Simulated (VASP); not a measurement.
A run of VASP 6.6.1:

The input POSCAR:

```
AlN
1.0
    0.0000000000      2.0345180000      2.0345180000
    2.0345180000      0.0000000000      2.0345180000
    2.0345180000      2.0345180000      0.0000000000
Al N
1 1
Direct
    0.5000000000      0.5000000000      0.5000000000
    0.0000000000      0.0000000000      0.0000000000
```

Contents of INCAR.step1:

```
SYSTEM = AlN
  PREC = Accurate
  ENCUT = 520
  EDIFF = 1E-5
  ISMEAR = -1
  SIGMA = 0.05
  LREAL = .False.
  LASPH = .True.
  NELM = 100
  ALGO = Normal
  ISIF = 2
  LWAVE = .True.
  LCHARG = .False.
  GGA = PE
  NBANDS = 11
```

The input INCAR.step2:

```
SYSTEM = AlN
  PREC = Accurate
  ENCUT = 520
  EDIFF = 1E-6
  ISMEAR = -1
  SIGMA = 0.05
  LREAL = .False.
  LASPH = .True.
  NELM = 100
  ALGO = Normal
  ISIF = 2
  LWAVE = .False.
  LCHARG = .False.
  GGA = PE
  LHFCALC = .True.
  HFSCREEN = 0.2079
  PRECFOCK = Normal
  ISTART = 1
  NBANDS = 11
```

File KPOINTS:

```
Automatic mesh
0
Gamma
  8 8 8
  0 0 0
```

Potentials or basis: VASP PAW PBE potentials, release 64 (Al, N).

The run is started by

```console
$ cat potpaw_PBE.64/Al/POTCAR potpaw_PBE.64/N/POTCAR > POTCAR
$ cp INCAR.step1 INCAR
$ mpirun -np 1 vasp_std > vasp.out
$ cp INCAR.step2 INCAR
$ mpirun -np 1 vasp_std > vasp.out
```

Hardware: 1 thread of Intel(R) Xeon(R) Platinum 8259CL CPU @ 2.50GHz (Skylake/Cascade Lake) (shared host).

**Question.** How long does it take, and how much memory?

**Answer.** Wall time 29 min on 1 thread of Intel(R) Xeon(R) Platinum 8259CL CPU @ 2.50GHz (Skylake/Cascade Lake), on a shared host, peak memory 0.25 GiB. Counts: k points 29.
